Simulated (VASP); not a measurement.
Here is a VASP 6.6.1 calculation.

File INCAR:

```
SYSTEM = ScGa5S
PREC     = Accurate       ! precision mode
ENCUT    = 520            ! plane-wave cutoff, eV
EDIFF    = 1E-6           ! SCF threshold, eV
ISMEAR   = 0              ! smearing method
SIGMA    = 0.2            ! smearing width, eV
LREAL    = .FALSE.        ! projectors in reciprocal space
LASPH    = .TRUE.         ! aspherical terms in the spheres
NELM     = 80             ! most SCF steps
ALGO     = Normal         ! electronic algorithm
ISIF     = 2              ! what is computed and relaxed
LWAVE    = .FALSE.        ! write WAVECAR
LCHARG   = .TRUE.         ! write CHGCAR
GGA      = PE             ! functional
LELF     = .TRUE.         ! ELF
LVHAR    = .TRUE.       
NBANDS   = 50             ! bands
```

The input KPOINTS:

```
regular mesh
0
G
  4 4 4
  0 0 0
```

POSCAR

```
ScGa5S
1.0
    0.0000000000      4.4114242486      4.4114242486
    4.4114242486      0.0000000000      4.4114242486
    4.4114242486      4.4114242486      0.0000000000
Sc Ga S
1 5 1
Direct
    0.2500000000      0.2500000000      0.2500000000
    0.5000000000      0.5000000000      0.5000000000
    0.8982796511      0.8982796511      0.8982796511
    0.8982796511      0.8982796511      0.3051610466
    0.8982796511      0.3051610466      0.8982796511
    0.3051610466      0.8982796511      0.8982796511
    0.7500000000      0.7500000000      0.7500000000
```

Potentials or basis: VASP PAW PBE potentials, release 64 (Sc_sv, Ga_d, S).

Run with:

```sh
$ cat potpaw_PBE.64/Sc_sv/POTCAR potpaw_PBE.64/Ga_d/POTCAR potpaw_PBE.64/S/POTCAR > POTCAR
$ mpirun -np 1 vasp_std > vasp.out
```

Problem. What does it give for the pressure?

Solution. 0.6 GPa.

Problem. Predict the largest force.

Solution. 0.087 eV/Å.

Problem. Predict the band gap on the k mesh.

Solution. Zero (band 41 reaches 4.42 eV, above the bottom of band 42 at 4.11 eV).

Forces in eV/Å, atoms in the order of the input:
```
Sc   0.000  0.000  0.000
Ga   0.000  0.000  0.000
Ga  -0.050 -0.050 -0.050
Ga   0.050  0.050 -0.050
Ga   0.050 -0.050  0.050
Ga  -0.050  0.050  0.050
S    0.000  0.000  0.000
```
